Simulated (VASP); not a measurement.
Here is a VASP 6.6.1 calculation.

Contents of INCAR:

```
PREC = Accurate
ENCUT = 520
EDIFF = 1E-6
ISMEAR = -1
SIGMA = 0.05
LREAL = F
LASPH = T
NELM = 100
ALGO = Normal
ISIF = 2
LWAVE = F
LCHARG = F
GGA = PS
NBANDS = 25
```

KPOINTS

```
regular mesh
0
Gamma
  6 6 8
```

POSCAR

```
SiO2
1.0
    4.0519810000      0.0000000000      0.0000000000
    0.0000000000      4.0519810000      0.0000000000
    0.0000000000      0.0000000000      2.8326070783
Si O
2 4
Direct
    0.0000000000      0.0000000000      0.0000000000
    0.5000000000      0.5000000000      0.5000000000
    0.3059000000      0.3059000000      0.0000000000
    0.1941000000      0.8059000000      0.5000000000
    0.6941000000      0.6941000000      0.0000000000
    0.8059000000      0.1941000000      0.5000000000
```

Potentials or basis: VASP PAW PBE potentials, release 64 (Si, O).

The run is started by

```bash
$ cat potpaw_PBE.64/Si/POTCAR potpaw_PBE.64/O/POTCAR > POTCAR
$ mpirun -np 1 vasp_std > vasp.out
```

Problem. Predict the pressure.

Solution. 2.5 GPa.

Problem. Predict the band gap on the k mesh.

Solution. 5.20 eV, direct.

Problem. Predict the largest force.

Solution. 0.490 eV/Å.

Forces in eV/Å, atoms in the order of the input:
```
Si   0.000  0.000  0.000
Si   0.000  0.000  0.000
O   -0.347 -0.347  0.000
O    0.347 -0.347  0.000
O    0.347  0.347  0.000
O   -0.347  0.347  0.000
```

Caveat: the PAW data sets were made with another functional, which shifts forces and pressure a little. A k mesh can miss the band edges.
